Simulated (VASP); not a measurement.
# Mo (Im-3m) in VASP: further runs

Mo is run at these levels: PBEsol; tasks: relaxation of cell and atoms.

Program: VASP 6.6.1. These are calculated values, not measurements. Logs are shortened: lines on timing, memory, paths and dates and some standing lists are left out, and cuts for length are marked.

### Step 1. The cell of the first run

The structure is cubic, space group Im-3m (No. 229). Conventional cell: a = 3.129 Å, b = 3.129 Å, c = 3.129 Å, α = 90.00°, β = 90.00°, γ = 90.00°. Within 3.6 Å of Mo (site symmetry m-3m) lie 14 Mo at 2.71 to 3.13 Å.

### Step 2. Relaxation of cell and atoms, PBEsol

File INCAR:

```
SYSTEM = Mo
  PREC = Accurate
  ENCUT = 600
  EDIFF = 1E-6
  ISMEAR = 0
  SIGMA = 0.1
  LREAL = .FALSE.
  LASPH = .TRUE.
  NELM = 60
  ALGO = Fast
  ISIF = 3
  LWAVE = .FALSE.
  LCHARG = .FALSE.
  GGA = PS
  IBRION = 2
  NSW = 80
  EDIFFG = -0.015
```

File KPOINTS:

```
Automatic mesh
0
G
  14 14 14
  0 0 0
```

File POSCAR:

```
Mo
1.0
    3.1293399658      0.0000000000      0.0000000000
    0.0000000000      3.1293399658      0.0000000000
   -1.5646699829     -1.5646699829      4.6940099487
Mo
3
Direct
    0.0000000000      0.0000000000      0.0000000000
    0.3333333333      0.3333333333      0.6666666667
    0.6666666667      0.6666666667      0.3333333333
```

Potentials or basis: VASP PAW PBE potentials, release 64 (Mo_sv).

Run with:

```bash
$ cat potpaw_PBE.64/Mo_sv/POTCAR > POTCAR
$ mpirun -np 1 vasp_std > vasp.out
```

OUTCAR:

```text
SYSTEM = Mo
   PREC = Accurate
   ENCUT = 600
   EDIFF = 1E-6
   ISMEAR = 0
   LREAL = .FALSE.
   LASPH = .TRUE.
   NELM = 60
   ISIF = 3
   GGA = PS
   IBRION = 2
   NSW = 80
   EDIFFG = -0.015

 ion  position               nearest neighbor table
   1  0.000  0.000  0.000-   2 2.71   3 2.71   3 2.71   3 2.71   2 2.71   2 2.71   3 2.71   2 2.71
                             3 3.13   2 3.13
   2  0.333  0.333  0.667-   1 2.71   3 2.71   1 2.71   1 2.71   1 2.71   3 2.71   3 2.71   3 2.71
                             3 3.13   1 3.13
   3  0.667  0.667  0.333-   1 2.71   2 2.71   1 2.71   1 2.71   1 2.71   2 2.71   2 2.71   2 2.71
                             2 3.13   1 3.13

  LATTYP: Found a body centered tetragonal cell.
 ALAT       =     3.1293399658
 C/A-ratio  =     3.0000000000

  Lattice vectors:

 A1 = (   1.5646699829,  -1.5646699829,  -4.6940099487)
 A2 = (  -1.5646699829,   1.5646699829,  -4.6940099487)
 A3 = (   1.5646699829,   1.5646699829,   4.6940099487)

Analysis of symmetry for initial positions (statically):
=====================================================================
 Subroutine PRICEL returns following result:

  LATTYP: Found a body centered cubic cell.
 ALAT       =     3.1293399660

  Lattice vectors:

 A1 = (  -1.5646699826,   1.5646699832,  -1.5646699832)
 A2 = (  -1.5646699827,  -1.5646699827,   1.5646699827)
 A3 = (   1.5646699826,   1.5646699826,   1.5646699832)

   3 primitive cells build up your supercell.

 Routine SETGRP: Setting up the symmetry group for a
 body centered tetragonal supercell.

 Subroutine GETGRP returns: Found 16 space group operations
 (whereof 16 operations were pure point group operations)
 out of a pool of 16 trial point group operations.

The static configuration has the point symmetry D_4h.

Analysis of symmetry for dynamics (positions and initial velocities):
=====================================================================
 Subroutine PRICEL returns following result:

  LATTYP: Found a body centered cubic cell.
 ALAT       =     3.1293399660

  Lattice vectors:

 A1 = (  -1.5646699826,   1.5646699832,  -1.5646699832)
 A2 = (  -1.5646699827,  -1.5646699827,   1.5646699827)
 A3 = (   1.5646699826,   1.5646699826,   1.5646699832)

   3 primitive cells build up your supercell.

[... 105 lines left out ...]
   EDIFF  = 0.1E-05   stopping-criterion for ELM
   LREAL  =      F    real-space projection
   EDIFFG = -.1E-01   stopping-criterion for IOM
   NSW    =     80    number of steps for IOM
   IBRION =      2    ionic relax: 0-MD 1-quasi-New 2-CG
   NFREE  =      1    steps in history (QN), initial steepest desc. (CG)
   ISIF   =      3    stress and relaxation
   ISYM   =      2    0-nonsym 1-usesym 2-fastsym
   POTIM  = 0.5000    time-step for ionic-motion
   TEBEG  =    0.0;   TEEND  =   0.0 temperature during run
   PSTRESS=    0.0 pullay stress
   NELECT =      42.0000    total number of electrons
   NUPDOWN=      -1.0000    fix difference up-down
   EMIN   =  10.00;   EMAX   =-10.00  energy-range for DOS
   EFERMI =   0.00;   METHOD = LEGACY
   ISMEAR =     0;   SIGMA  =   0.10  broadening in eV -4-tet -1-fermi 0-gaus
   EFERMI_NEDOS =   21; number of points for ismear=-14 and -15
   IALGO  =     68    algorithm
   IMIX   =      4    mixing-type and parameters
     AMIX     =   0.40;   BMIX     =  1.00
     AMIX_MAG =   1.60;   BMIX_MAG =  1.00
  volume/ion in A,a.u.               =      15.32       103.40
  Fermi-wavevector in a.u.,A,eV,Ry     =   1.588576  3.001974 34.335320  2.523575
  Thomas-Fermi vector in A             =   2.687559
   LORBIT       =      0    0 simple, 1 ext, 2 COOP (PROOUT), +10 PAW based schemes
   GGA     = PS    functional components
   LHFCALC =     F    Hartree Fock is set to
   AEXX    =    0.0000 exact exchange contribution
   IVDW    =     0    specifies the selected vdW correction
   LEPSILON=     F    determine dielectric tensor
   LRPA    =     F    only Hartree local field effects (RPA)
 conjugate gradient relaxation of ions
 non-spin polarized calculation
 RMM-DIIS sequential band-by-band and
 Gauss-broadening in eV      SIGMA  =   0.10
  energy-cutoff  :      600.00
  volume of cell :       45.97
 maximum number of plane-waves:      1558
 NGX is ok and might be reduce to    28

--------------------------------------- Ionic step        1  -------------------------------------------

 number of electron      42.0000002 magnetization

 Free energy of the ion-electron system (eV)
  ---------------------------------------------------
  ext. energy  EPLUGINS =         0.00000000
  ---------------------------------------------------
  free energy    TOTEN  =       -35.33490148 eV

  energy without entropy =      -35.32345722  energy(sigma->0) =      -35.32917935

------------------------ aborting loop because EDIFF is reached ----------------------------------------

  FORCE on cell =-STRESS in cart. coord.  units (eV):
  Direction    XX          YY          ZZ          XY          YZ          ZX
  --------------------------------------------------------------------------------------
  -------------------------------------------------------------------------------------
  Total        0.1895484      0.1895484      0.1903217      0.0000000     -0.0000000      0.0000000
  in kB        6.6066481      6.6066481      6.6336006      0.0000000     -0.0000000      0.0000000
  external PRESSURE =       6.6156322 kB  Pullay stress =       0.0000000 kB
[... 61 lines left out ...]
--------------------------------------- Ionic step        3  -------------------------------------------

 number of electron      42.0000002 magnetization

 Free energy of the ion-electron system (eV)
  ---------------------------------------------------
  ext. energy  EPLUGINS =         0.00000000
  ---------------------------------------------------
  free energy    TOTEN  =       -35.33511632 eV

  energy without entropy =      -35.32366019  energy(sigma->0) =      -35.32938825

 E-fermi :  12.7645     XC(G=0): -13.6285

 val. band max:       12.7636020250   @ k =   0.5000   0.1429   0.1429
 cond. band min:      12.7650155307   @ k =  -0.4286   0.1429  -0.0000
 fundamental gap:      0.0014135057
 Fermi energy:        12.7644854614

 k-point     1 :       0.0000    0.0000    0.0000
  band No.  band energies     occupation
      1     -48.4511      2.00000
      2     -48.0714      2.00000
      3     -48.0714      2.00000
      4     -22.6785      2.00000
      5     -22.6785      2.00000
      6     -22.4591      2.00000
[... 661 lines left out ...]
     24      14.0689      0.00000
     25      14.2762      0.00000

 [... further k-points ...]
[... 5 lines left out ...]
  --------------------------------------------------------------------------------------
  -------------------------------------------------------------------------------------
  Total        0.0138328      0.0138328      0.0140569      0.0000000     -0.0000000      0.0000000
  in kB        0.4809780      0.4809780      0.4887712      0.0000000     -0.0000000      0.0000000
  external PRESSURE =       0.4835757 kB  Pullay stress =       0.0000000 kB
[... 18 lines left out ...]
  FREE ENERGIE OF THE ION-ELECTRON SYSTEM (eV)
  ---------------------------------------------------
  free  energy   TOTEN  =       -35.3351163184 eV

  energy  without entropy=      -35.3236601878  energy(sigma->0) =      -35.32938825

 reached required accuracy - stopping structural energy minimisation
```

OSZICAR:

```text
N       E                     dE             d eps       ncg     rms          rms(c)
DAV:   1     0.510894495820E+03    0.51089E+03   -0.28152E+04 12200   0.197E+03
DAV:   2    -0.202766868983E+02   -0.53117E+03   -0.52634E+03 13615   0.565E+02
DAV:   3    -0.373725888850E+02   -0.17096E+02   -0.16617E+02 16052   0.897E+01
[... 30 lines left out ...]
RMM:   5    -0.353351013617E+02    0.84909E-04   -0.15345E-03 13073   0.294E-01    0.131E-02
RMM:   6    -0.353351214116E+02   -0.20050E-04   -0.23144E-04 13852   0.103E-01    0.366E-02
RMM:   7    -0.353351315312E+02   -0.10120E-04   -0.44303E-05 13150   0.477E-02    0.524E-02
RMM:   8    -0.353351170251E+02    0.14506E-04   -0.40433E-05 12239   0.539E-02    0.143E-02
RMM:   9    -0.353351163184E+02    0.70669E-06   -0.70399E-06  9536   0.176E-02
   3 F= -.35335116E+02 E0= -.35329388E+02  d E =-.214835E-03
```

CONTCAR:

```text
Mo
   1.00000000000000
     3.1318489173943838    0.0000000000000000    0.0000000000000000
     0.0000000000000000    3.1318489173943838    0.0000000000000000
    -1.5659244586971919   -1.5659244586971919    4.6977887293779963
  Mo
     3
Direct
     0.0000000000000000    0.0000000000000000    0.0000000000000000
     0.3333333332999970    0.3333333332999970    0.6666666667000030
     0.6666666667000030    0.6666666667000030    0.3333333332999970

  0.00000000E+00  0.00000000E+00  0.00000000E+00
  0.00000000E+00  0.00000000E+00  0.00000000E+00
  0.00000000E+00  0.00000000E+00  0.00000000E+00
```

Run time: 19 min. Hardware: 1 thread of AMD EPYC 7R43 (Zen 3), shared host; peak memory 0.34 GiB.

Results:

| Quantity | Value |
| --- | --- |
| Free energy | -35.3351 eV |
| Relaxed volume | 15.36 Å³/atom |
| Relaxed cell | a = 3.132 Å, b = 3.132 Å, c = 5.194 Å, α = 107.55°, β = 107.55°, γ = 90.00° |
| Space group after relaxing (to 0.1 Å) | Im-3m (No. 229) |
| Energy gained by relaxing | 0.1 meV/atom |
| Ionic steps | 3 |
| Pressure after relaxing | 0.0 GPa |
| Band gap on the k mesh | zero (bands 21 and 22 overlap by 2.69 eV) |

Step by step:
| step | energy change (eV) | largest force (eV/Å) | pressure (GPa) | volume (Å³) |
| --- | --- | --- | --- | --- |
| 1 | 0.0000 | 0.0000 | 0.66 | 45.97 |
| 2 | 0.0017 | 0.0000 | -1.95 | 46.39 |
| 3 | -0.0002 | 0.0000 | 0.05 | 46.08 |

Final structure:
```
CELL_PARAMETERS angstrom
3.13185 0.00000 0.00000
0.00000 3.13185 0.00000
-1.56592 -1.56592 4.69779
ATOMIC_POSITIONS crystal
Mo 0.00000 0.00000 0.00000
Mo 0.33333 0.33333 0.66667
Mo 0.66667 0.66667 0.33333
```

Caveat: the PAW data sets were made with another functional, which shifts forces and pressure a little.

### Step 3. Relaxation of cell and atoms, PBEsol

This run uses another cell than the first one: it holds 6 atoms, not 3.

File INCAR:

```
  ALGO = Fast
  EDIFF = 1E-6
  EDIFFG = -0.015
  ENCUT = 600
  GGA = PS
  IBRION = 2
  ISIF = 3
  ISMEAR = 0
  LASPH = True
  LCHARG = False
  LREAL = False
  LWAVE = False
  NELM = 100
  NSW = 80
  PREC = Accurate
  SIGMA = 0.1
```

File KPOINTS:

```
k-points
0
Gamma
  12 12 8
```

File POSCAR:

```
Mo
1.0
    0.0000000000      3.1293399667     -3.1293399667
    3.1293399667     -3.1293399667      0.0000000000
   -3.1293399667     -3.1293399667     -3.1293399667
Mo
6
Direct
    0.6666666667      0.3333333333      0.8333333333
    0.3333333333      0.6666666667      0.6666666667
    0.0000000000      0.0000000000      0.5000000000
    0.6666666667      0.3333333333      0.3333333333
    0.3333333333      0.6666666667      0.1666666667
    0.0000000000      0.0000000000      0.0000000000
```

Potentials or basis: VASP PAW PBE potentials, release 64 (Mo_sv).

Run with:

```bash
$ cat potpaw_PBE.64/Mo_sv/POTCAR > POTCAR
$ mpirun -np 1 vasp_std > vasp.out
```

It took 45 min on 1 thread of Oxide Virtual Turin-like, shared host; peak memory 0.57 GiB.

The run converged. Its results:

```
Free energy                           : -70.6884 eV
Relaxed volume                        : 15.36 Å³/atom
Relaxed cell                          : a = 4.431 Å, b = 4.431 Å, c = 5.423 Å, α = 90.00°, β = 90.00°, γ = 120.00°
Space group after relaxing (to 0.1 Å) : Im-3m (No. 229)
Energy gained by relaxing             : 0.1 meV/atom
Ionic steps                           : 3
Pressure after relaxing               : -0.1 GPa
Band gap on the k mesh                : zero (bands 42 and 43 overlap by 1.55 eV)
```

Step by step:
```csv
step,energy change (eV),largest force (eV/Å),pressure (GPa),volume (Å³)
1,0.0000,0.0000,0.63,91.93
2,0.0029,0.0000,-2.04,92.74
3,-0.0005,0.0000,-0.14,92.18
```

Final structure:
```
Mo
1.0
     0.00000    3.13287   -3.13287
     3.13287   -3.13287    0.00000
    -3.13072   -3.13072   -3.13072
Mo
6
Direct
  0.66667 0.33333 0.83333
  0.33333 0.66667 0.66667
  0.00000 0.00000 0.50000
  0.66667 0.33333 0.33333
  0.33333 0.66667 0.16667
  0.00000 0.00000 0.00000
```

Levels at points of the mesh, in eV from the Fermi level:
| k point | band 38 | band 39 | band 40 | band 41 | band 42 | band 43 | band 44 | band 45 | band 46 | band 47 |
| --- | --- | --- | --- | --- | --- | --- | --- | --- | --- | --- |
| (0.00, 0.00, 0.00) | -2.37 | -2.37 | -1.40 | -1.40 | -1.40 | 1.68 | 1.68 | 2.09 | 2.09 | 2.10 |
| (0.50, 0.00, 0.00) | -2.32 | -1.87 | -1.87 | 0.80 | 0.80 | 1.25 | 1.25 | 1.67 | 1.68 | 1.72 |
| (0.00, 0.00, 0.50) | -2.20 | -2.20 | -2.20 | -0.73 | -0.73 | 0.74 | 0.74 | 1.45 | 1.45 | 1.45 |
| (0.50, 0.00, 0.50) | -1.98 | -1.70 | -1.70 | -0.64 | -0.64 | -0.63 | -0.63 | 0.89 | 0.89 | 1.17 |

Caveat: the PAW data sets were made with another functional, which shifts forces and pressure a little.
